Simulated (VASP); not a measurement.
# ZnO (P4/mmm) in VASP: notebook

Runs on ZnO. Level: PBE. Tasks: single point.

Everything below comes from runs of VASP 6.6.1. Logs are shortened: lines on timing, memory, paths and dates and some standing lists are left out, and cuts for length are marked.

### Step 1. The cell of the first run

It takes space group P4/mmm (No. 123, tetragonal). The conventional cell has a = 4.711 Å, b = 4.711 Å, c = 3.459 Å, α = 90.00°, β = 90.00°, γ = 90.00°. Zn (site symmetry 4/mmm) has 2 O at 1.73 Å within 2.3 Å. Within 2.3 Å of O (site symmetry 4/mmm) lie 2 Zn at 1.73 Å.

### Step 2. Single point, PBE

INCAR reads:

```
SYSTEM = ZnO
PREC = Accurate
ENCUT = 520
EDIFF = 1E-7
ISMEAR = 0
SIGMA = 0.02
LREAL = .FALSE.
LASPH = .TRUE.
NELM = 60
ALGO = Normal
ISIF = 2
LWAVE = .FALSE.
LCHARG = .FALSE.
GGA = PE
NBANDS = 16
```

KPOINTS reads:

```
Automatic mesh
0
G
  6 6 8
  0 0 0
```

POSCAR reads:

```
ZnO
1.0
    4.7114370080      0.0000000000      0.0000000000
    0.0000000000      4.7114370080      0.0000000000
    0.0000000000      0.0000000000      3.4588529299
Zn O
1 1
Direct
    0.0000000000      0.0000000000      0.0000000000
    0.0000000000      0.0000000000      0.5000000000
```

Potentials or basis: VASP PAW PBE potentials, release 64 (Zn, O).

Launch:

```bash
$ cat potpaw_PBE.64/Zn/POTCAR potpaw_PBE.64/O/POTCAR > POTCAR
$ mpirun -np 1 vasp_std > vasp.out
```

OUTCAR:

```text
SYSTEM = ZnO
   PREC = Accurate
   ENCUT = 520
   EDIFF = 1E-7
   ISMEAR = 0
   LREAL = .FALSE.
   LASPH = .TRUE.
   NELM = 60
   ISIF = 2
   GGA = PE

 ion  position               nearest neighbor table
   1  0.000  0.000  0.000-   2 1.73   2 1.73
   2  0.000  0.000  0.500-   1 1.73   1 1.73

  LATTYP: Found a simple tetragonal cell.
 ALAT       =     4.7114370080
 C/A-ratio  =     0.7341396954

  Lattice vectors:

 A1 = (   4.7114370080,   0.0000000000,   0.0000000000)
 A2 = (   0.0000000000,   4.7114370080,   0.0000000000)
 A3 = (   0.0000000000,   0.0000000000,   3.4588529299)

Analysis of symmetry for initial positions (statically):
=====================================================================
 Subroutine PRICEL returns:
 Original cell was already a primitive cell.

 Routine SETGRP: Setting up the symmetry group for a
 simple tetragonal supercell.

 Subroutine GETGRP returns: Found 16 space group operations
 (whereof 16 operations were pure point group operations)
 out of a pool of 16 trial point group operations.

The static configuration has the point symmetry D_4h.

Analysis of symmetry for dynamics (positions and initial velocities):
=====================================================================
 Subroutine PRICEL returns:
 Original cell was already a primitive cell.

 Routine SETGRP: Setting up the symmetry group for a
 simple tetragonal supercell.

 Subroutine GETGRP returns: Found 16 space group operations
 (whereof 16 operations were pure point group operations)
 out of a pool of 16 trial point group operations.

The dynamic configuration has the point symmetry D_4h.

 Subroutine INISYM returns: Found 16 space group operations
 (whereof 16 operations are pure point group operations),
 and found     1 'primitive' translations

----------------------------------------------------------------------------------------

                                     Primitive cell

  volume of cell :      76.7784

  direct lattice vectors                    reciprocal lattice vectors
     4.711437008  0.000000000  0.000000000     0.212249468  0.000000000  0.000000000
     0.000000000  4.711437008  0.000000000     0.000000000  0.212249468  0.000000000
     0.000000000  0.000000000  3.458852930     0.000000000  0.000000000  0.289113189

  length of vectors
     4.711437008  4.711437008  3.458852930     0.212249468  0.212249468  0.289113189

  position of ions in fractional coordinates (direct lattice)
     0.000000000  0.000000000  0.000000000
     0.000000000  0.000000000  0.500000000

  ion indices of the primitive-cell ions
   primitive index   ion index
                 1           1
                 2           2

----------------------------------------------------------------------------------------

 KPOINTS: Automatic mesh

Automatic generation of k-mesh.
 Grid dimensions read from file:
 generate k-points for:    6    6    8

 Generating k-lattice:

  Cartesian coordinates                     Fractional coordinates (reciprocal lattice)
     0.035374911  0.000000000  0.000000000     0.166666667  0.000000000  0.000000000
     0.000000000  0.035374911  0.000000000     0.000000000  0.166666667  0.000000000
     0.000000000  0.000000000  0.036139149     0.000000000  0.000000000  0.125000000

  Length of vectors
     0.035374911  0.035374911  0.036139149

  Shift w.r.t. Gamma in fractional coordinates (k-lattice)
     0.000000000  0.000000000  0.000000000

 Subroutine IBZKPT returns following result:
 ===========================================

 Found     50 irreducible k-points:

 Following reciprocal coordinates:
            Coordinates               Weight
  0.000000  0.000000  0.000000      1.000000
  0.166667  0.000000  0.000000      4.000000
  0.333333  0.000000  0.000000      4.000000
  0.500000  0.000000  0.000000      2.000000
  0.166667  0.166667  0.000000      4.000000
  0.333333  0.166667  0.000000      8.000000
[... 16 lines left out ...]
  0.333333  0.000000  0.250000      8.000000
  0.500000  0.000000  0.250000      4.000000
 [... further k-points ...]
   k-points           NKPTS =     50   k-points in BZ     NKDIM =     50   number of bands    NBANDS=     16
   number of dos      NEDOS =    301   number of ions     NIONS =      2
   total plane-waves  NPLWV =  36288
   dimension x,y,z NGX =    36 NGY =   36 NGZ =   28
   dimension x,y,z NGXF=    72 NGYF=   72 NGZF=   56
   ions per type =               1   1
   NGX,Y,Z   is equivalent  to a cutoff of  12.70, 12.70, 13.46 a.u.
   NGXF,Y,Z  is equivalent  to a cutoff of  25.41, 25.41, 26.92 a.u.
 SYSTEM =  ZnO
   PREC   = accura    normal or accurate (medium, high low for compatibility)
   ISTART =      0    job   : 0-new  1-cont  2-samecut
   ICHARG =      2    charge: 1-file 2-atom 10-const
   ISPIN  =      1    spin polarized calculation?
   LNONCOLLINEAR =      F non collinear calculations
   LSORBIT =      F    spin-orbit coupling
   LASPH  =      T    aspherical Exc in radial PAW
   ENCUT  =  520.0 eV  38.22 Ry    6.18 a.u.   8.76  8.76  6.43*2*pi/ulx,y,z
   NELM   =     60;   NELMIN=  2; NELMDL= -5     # of ELM steps
   EDIFF  = 0.1E-06   stopping-criterion for ELM
   LREAL  =      F    real-space projection
   EDIFFG = 0.1E-05   stopping-criterion for IOM
   NSW    =      0    number of steps for IOM
   IBRION =     -1    ionic relax: 0-MD 1-quasi-New 2-CG
   NFREE  =      0    steps in history (QN), initial steepest desc. (CG)
   ISIF   =      2    stress and relaxation
   ISYM   =      2    0-nonsym 1-usesym 2-fastsym
   POTIM  = 0.5000    time-step for ionic-motion
   TEBEG  =    0.0;   TEEND  =   0.0 temperature during run
   PSTRESS=    0.0 pullay stress
   NELECT =      18.0000    total number of electrons
   NUPDOWN=      -1.0000    fix difference up-down
   EMIN   =  10.00;   EMAX   =-10.00  energy-range for DOS
   EFERMI =   0.00;   METHOD = LEGACY
   ISMEAR =     0;   SIGMA  =   0.02  broadening in eV -4-tet -1-fermi 0-gaus
   EFERMI_NEDOS =   21; number of points for ismear=-14 and -15
   IALGO  =     38    algorithm
   IMIX   =      4    mixing-type and parameters
     AMIX     =   0.40;   BMIX     =  1.00
     AMIX_MAG =   1.60;   BMIX_MAG =  1.00
  volume/ion in A,a.u.               =      38.39       259.06
  Fermi-wavevector in a.u.,A,eV,Ry     =   1.009453  1.907589 13.864270  1.018995
  Thomas-Fermi vector in A             =   2.142382
   LORBIT       =      0    0 simple, 1 ext, 2 COOP (PROOUT), +10 PAW based schemes
   GGA     = PE    functional components
   LHFCALC =     F    Hartree Fock is set to
   AEXX    =    0.0000 exact exchange contribution
   IVDW    =     0    specifies the selected vdW correction
   LEPSILON=     F    determine dielectric tensor
   LRPA    =     F    only Hartree local field effects (RPA)
 non-spin polarized calculation
 Gauss-broadening in eV      SIGMA  =   0.02
  energy-cutoff  :      520.00
  volume of cell :       76.78
 maximum number of plane-waves:      2096
 NGX is ok and might be reduce to    36

 number of electron      17.9999999 magnetization

 Free energy of the ion-electron system (eV)
  ---------------------------------------------------
  ext. energy  EPLUGINS =         0.00000000
  ---------------------------------------------------
  free energy    TOTEN  =        -7.49648749 eV

  energy without entropy =       -7.49648749  energy(sigma->0) =       -7.49648749

 E-fermi :  -3.4431     XC(G=0):  -5.3165

 val. band max:       -3.6071974751   @ k =   0.5000   0.0000   0.5000
 cond. band min:      -1.7642012830   @ k =   0.0000   0.0000   0.0000
 fundamental gap:      1.8429961921
 Fermi energy:        -3.4430743329

 k-point     1 :       0.0000    0.0000    0.0000
  band No.  band energies     occupation
      1     -20.7530      2.00000
      2      -9.1695      2.00000
      3      -9.1537      2.00000
      4      -9.0577      2.00000
      5      -9.0577      2.00000
      6      -8.5263      2.00000
[... 8 lines left out ...]
     15      10.1899      0.00000
     16      10.6696      0.00000

 k-point     2 :       0.1667    0.0000    0.0000
  band No.  band energies     occupation
      1     -20.7519      2.00000
      2      -9.1669      2.00000
      3      -9.1547      2.00000
      4      -9.0583      2.00000
      5      -9.0577      2.00000
      6      -8.5169      2.00000
[... 8 lines left out ...]
     15       8.6542      0.00000
     16       9.2350      0.00000

 k-point     3 :       0.3333    0.0000    0.0000
  band No.  band energies     occupation
      1     -20.7498      2.00000
      2      -9.1619      2.00000
      3      -9.1568      2.00000
      4      -9.0595      2.00000
      5      -9.0576      2.00000
      6      -8.4974      2.00000
[... 8 lines left out ...]
     15       7.6765      0.00000
     16       8.8050      0.00000

 k-point     4 :       0.5000    0.0000    0.0000
  band No.  band energies     occupation
      1     -20.7488      2.00000
      2      -9.1595      2.00000
      3      -9.1578      2.00000
      4      -9.0601      2.00000
      5      -9.0576      2.00000
      6      -8.4873      2.00000
[... 8 lines left out ...]
     15       7.0476      0.00000
     16      10.8162      0.00000

 k-point     5 :       0.1667    0.1667    0.0000
  band No.  band energies     occupation
      1     -20.7509      2.00000
      2      -9.1643      2.00000
      3      -9.1558      2.00000
      4      -9.0583      2.00000
      5      -9.0583      2.00000
      6      -8.5080      2.00000
[... 8 lines left out ...]
     15       7.1837      0.00000
     16      11.0198      0.00000

 k-point     6 :       0.3333    0.1667    0.0000
  band No.  band energies     occupation
      1     -20.7488      2.00000
      2      -9.1591      2.00000
      3      -9.1581      2.00000
      4      -9.0595      2.00000
      5      -9.0582      2.00000
      6      -8.4894      2.00000
[... 8 lines left out ...]
     15       8.6838      0.00000
     16       9.8873      0.00000

 k-point     7 :       0.5000    0.1667    0.0000
  band No.  band energies     occupation
      1     -20.7479      2.00000
      2      -9.1592      2.00000
      3      -9.1566      2.00000
      4      -9.0601      2.00000
      5      -9.0581      2.00000
      6      -8.4797      2.00000
[... 8 lines left out ...]
     15       9.0139      0.00000
     16      11.0487      0.00000

 k-point     8 :       0.3333    0.3333    0.0000
  band No.  band energies     occupation
      1     -20.7468      2.00000
      2      -9.1607      2.00000
      3      -9.1536      2.00000
      4      -9.0594      2.00000
      5      -9.0593      2.00000
      6      -8.4727      2.00000
[... 8 lines left out ...]
     15       9.2721      0.00000
     16      12.1478      0.00000

 k-point     9 :       0.5000    0.3333    0.0000
  band No.  band energies     occupation
      1     -20.7457      2.00000
      2      -9.1620      2.00000
      3      -9.1508      2.00000
      4      -9.0599      2.00000
      5      -9.0593      2.00000
      6      -8.4639      2.00000
[... 8 lines left out ...]
     15      10.5489      0.00000
     16      11.9466      0.00000
[... 172 lines left out ...]
 k-point    19 :       0.5000    0.3333    0.1250
  band No.  band energies     occupation
      1     -20.6503      2.00000
      2      -9.1619      2.00000
      3      -9.1605      2.00000
      4      -9.1600      2.00000
      5      -9.1491      2.00000
      6      -9.0875      2.00000
[... 8 lines left out ...]
     15       9.3205      0.00000
     16      11.6227      0.00000

 k-point    20 :       0.5000    0.5000    0.1250
  band No.  band energies     occupation
      1     -20.6494      2.00000
      2      -9.1615      2.00000
      3      -9.1615      2.00000
      4      -9.1615      2.00000
      5      -9.1467      2.00000
      6      -9.0848      2.00000
[... 8 lines left out ...]
     15       9.5850      0.00000
     16      11.4348      0.00000

 k-point    21 :       0.0000    0.0000    0.2500
  band No.  band energies     occupation
      1     -20.4099      2.00000
      2     -10.2554      2.00000
      3      -9.3659      2.00000
      4      -9.3659      2.00000
      5      -9.1631      2.00000
      6      -9.1487      2.00000
[... 8 lines left out ...]
     15       7.7798      0.00000
     16      10.2240      0.00000

 k-point    22 :       0.1667    0.0000    0.2500
  band No.  band energies     occupation
      1     -20.4089      2.00000
      2     -10.2549      2.00000
      3      -9.3690      2.00000
      4      -9.3656      2.00000
      5      -9.1607      2.00000
      6      -9.1496      2.00000
[... 8 lines left out ...]
     15       8.1334      0.00000
     16       9.0629      0.00000

 k-point    23 :       0.3333    0.0000    0.2500
  band No.  band energies     occupation
      1     -20.4070      2.00000
      2     -10.2540      2.00000
      3      -9.3752      2.00000
      4      -9.3651      2.00000
      5      -9.1560      2.00000
      6      -9.1515      2.00000
[... 8 lines left out ...]
     15       7.9485      0.00000
     16       8.1011      0.00000

 k-point    24 :       0.5000    0.0000    0.2500
  band No.  band energies     occupation
      1     -20.4060      2.00000
      2     -10.2535      2.00000
      3      -9.3783      2.00000
      4      -9.3649      2.00000
      5      -9.1536      2.00000
      6      -9.1524      2.00000
[... 8 lines left out ...]
     15       7.4997      0.00000
     16       8.8164      0.00000

 [... further k-points ...]
[... 5 lines left out ...]
  --------------------------------------------------------------------------------------
  -------------------------------------------------------------------------------------
  Total       -0.0033344     -0.0033344      0.6550891      0.0000000     -0.0000000      0.0000000
  in kB       -0.0695811     -0.0695811     13.6701130      0.0000000     -0.0000000      0.0000000
  external PRESSURE =       4.5103169 kB  Pullay stress =       0.0000000 kB

 VOLUME and BASIS-vectors are now :
 -----------------------------------------------------------------------------
  energy-cutoff  :      520.00
  volume of cell :       76.78
      direct lattice vectors                 reciprocal lattice vectors
     4.711437008  0.000000000  0.000000000     0.212249468  0.000000000  0.000000000
     0.000000000  4.711437008  0.000000000     0.000000000  0.212249468  0.000000000
     0.000000000  0.000000000  3.458852930     0.000000000  0.000000000  0.289113189

 POSITION                                       TOTAL-FORCE (eV/Angst)
 -----------------------------------------------------------------------------------
      0.00000      0.00000      0.00000         0.000000      0.000000      0.000000
      0.00000      0.00000      1.72943         0.000000      0.000000      0.000000
 -----------------------------------------------------------------------------------
    total drift:                                0.000000     -0.000000     -0.000000

  FREE ENERGIE OF THE ION-ELECTRON SYSTEM (eV)
  ---------------------------------------------------
  free  energy   TOTEN  =        -7.4964874932 eV

  energy  without entropy=       -7.4964874932  energy(sigma->0) =       -7.49648749
```

Run time: 18 s. Hardware: 1 thread of Intel Xeon 6975P-C (Granite Rapids), shared host; peak memory 0.21 GiB.

What came out:

| Item | Value |
| --- | --- |
| Free energy | -7.4965 eV |
| Pressure | 0.5 GPa |
| Band gap on the k mesh | 1.84 eV, indirect (least direct gap 3.33 eV) |

Levels at points of the mesh, in eV from the valence-band top:
| k point | band 6 | band 7 | band 8 | band 9 | band 10 | band 11 | band 12 | band 13 |
| --- | --- | --- | --- | --- | --- | --- | --- | --- |
| (0.00, 0.00, 0.00) | -4.92 | -3.29 | -1.49 | -1.49 | 1.84 | 8.05 | 8.14 | 8.14 |
| (0.50, 0.00, 0.00) | -4.88 | -3.28 | -1.78 | -1.46 | 2.82 | 4.77 | 8.84 | 9.24 |
| (0.50, 0.50, 0.00) | -4.85 | -3.27 | -1.72 | -1.72 | 3.74 | 5.81 | 5.81 | 6.34 |
| (0.00, 0.00, 0.50) | -5.54 | -3.02 | -0.01 | -0.01 | 5.90 | 6.81 | 7.05 | 7.05 |
| (0.50, 0.00, 0.50) | -5.54 | -2.91 | -0.12 | 0.00 | 4.85 | 7.00 | 7.36 | 8.75 |
| (0.50, 0.50, 0.50) | -5.53 | -2.81 | -0.10 | -0.10 | 5.37 | 5.37 | 8.16 | 9.22 |

A k mesh can miss the band edges. PBE gaps usually lie below the measured ones, often by a third to a half.

### Step 3. Single point, PBE

INCAR reads:

```
SYSTEM = ZnO
  ALGO = Normal
  EDIFF = 1E-6
  ENCUT = 520
  GGA = PE
  ISIF = 2
  ISMEAR = 0
  LASPH = .True.
  LCHARG = .True.
  LELF = .True.
  LREAL = .False.
  LVHAR = .True.
  LWAVE = .False.
  NBANDS = 16
  NELM = 100
  PREC = Accurate
  SIGMA = 0.02
```

KPOINTS reads:

```
k-points
0
Gamma
  8 8 8
  0 0 0
```

POSCAR is that of step 2.

Potentials or basis: VASP PAW PBE potentials, release 64 (Zn, O).

Launch:

```bash
$ cat potpaw_PBE.64/Zn/POTCAR potpaw_PBE.64/O/POTCAR > POTCAR
$ mpirun -np 1 vasp_std > vasp.out
```

Run time: 25 s. Hardware: 1 thread of Intel Xeon 6975P-C (Granite Rapids), shared host; peak memory 0.24 GiB.

The run converged. Its results:

```
Free energy            : -7.4965 eV
Pressure               : 0.5 GPa
Band gap on the k mesh : 1.84 eV, indirect (least direct gap 3.33 eV)
```

Stress tensor (GPa, compression positive):
```
0.01 0.00 0.00
0.00 0.01 0.00
0.00 0.00 1.37
```

Levels at points of the mesh, in eV from the valence-band top:
```csv
k point,band 6,band 7,band 8,band 9,band 10,band 11,band 12,band 13
"(0.00, 0.00, 0.00)",-4.92,-3.29,-1.49,-1.49,1.84,8.05,8.14,8.14
"(0.50, 0.00, 0.00)",-4.88,-3.28,-1.78,-1.46,2.82,4.77,8.84,9.24
"(0.50, 0.50, 0.00)",-4.85,-3.27,-1.72,-1.72,3.74,5.81,5.81,6.34
"(0.00, 0.00, 0.50)",-5.54,-3.02,-0.01,-0.01,5.90,6.81,7.05,7.05
"(0.50, 0.00, 0.50)",-5.54,-2.91,-0.12,0.00,4.85,7.00,7.36,8.75
"(0.50, 0.50, 0.50)",-5.53,-2.81,-0.10,-0.10,5.37,5.37,8.16,9.22
```

### Step 4. Single point, PBE

This run uses another cell than the first one: it holds 4 atoms, not 2.

INCAR reads:

```
  PREC = Accurate
  ENCUT = 520
  EDIFF = 1E-6
  ISMEAR = 0
  SIGMA = 0.1
  LREAL = False
  LASPH = True
  NELM = 60
  ALGO = Normal
  ISIF = 2
  LWAVE = False
  LCHARG = False
  GGA = PE
  NBANDS = 26
```

KPOINTS reads:

```
Automatic mesh
0
Gamma
  6 6 6
```

POSCAR reads:

```
ZnO
1.0
   -2.8578850624      2.8578850624      3.4539712606
    2.8578850624     -2.8578850624      3.4539712606
    2.8578850624      2.8578850624     -3.4539712606
Zn O
2 2
Direct
    0.0000000000      0.0000000000      0.0000000000
    0.5000000000      0.5000000000      0.0000000000
    0.2499999894      0.2499999894      0.0000000000
    0.7500000106      0.7500000106      0.0000000000
```

Launch:

```bash
$ cat potpaw_PBE.64/Zn/POTCAR potpaw_PBE.64/O/POTCAR > POTCAR
$ mpirun -np 1 vasp_std > vasp.out
```

It took 34 s on 1 thread of Intel Xeon 6975P-C (Granite Rapids), shared host; peak memory 0.27 GiB.

The run converged. Its results:

| Property | Result |
| --- | --- |
| Free energy | -14.9513 eV |
| Pressure | 0.9 GPa |
| Band gap on the k mesh | 1.34 eV |

Stress tensor (GPa, compression positive):
```
0.33 0.00 0.00
0.00 0.33 0.00
0.00 0.00 2.10
```

Levels at points of the mesh, in eV from the valence-band top:
```csv
k point,band 15,band 16,band 17,band 18,band 19,band 20,band 21,band 22
"(0.00, 0.00, 0.00)",-1.43,-1.43,-0.27,-0.27,1.34,5.04,5.04,8.97
"(0.50, 0.00, 0.00)",-0.99,-0.99,-0.95,-0.95,4.05,4.05,6.63,6.63
"(0.50, 0.50, 0.00)",-2.13,-1.37,-0.34,0.00,2.89,4.12,4.80,7.14
"(0.50, 0.50, 0.50)",-1.96,-1.96,-0.03,-0.03,4.50,5.61,6.14,6.14
```

A k mesh can miss the band edges. PBE gaps usually lie below the measured ones, often by a third to a half.

### Step 5. The runs side by side

| cell | k mesh | smearing | gap on the mesh (eV) | pressure (GPa) |
| --- | --- | --- | --- | --- |
| a = 4.711, b = 4.711, c = 3.459 Å, 2 atoms | 6 × 6 × 8 | gaussian 0.02 eV | 1.84 | 0.5 |
| a = 4.711, b = 4.711, c = 3.459 Å, 2 atoms | 8 × 8 × 8 | gaussian 0.02 eV | 1.84 | 0.5 |
| a = 5.316 Å, angles 115.0, 115.0, 99.0°, 4 atoms | 6 × 6 × 6 | gaussian 0.1 eV | 1.34 | 0.9 |

Alike in all rows: task single point; level PBE; potentials or basis VASP PAW PBE potentials, release 64 (Zn, O); no spin polarisation; cutoff (eV) 520.

Absolute energies hang on the potentials; compare differences alone.
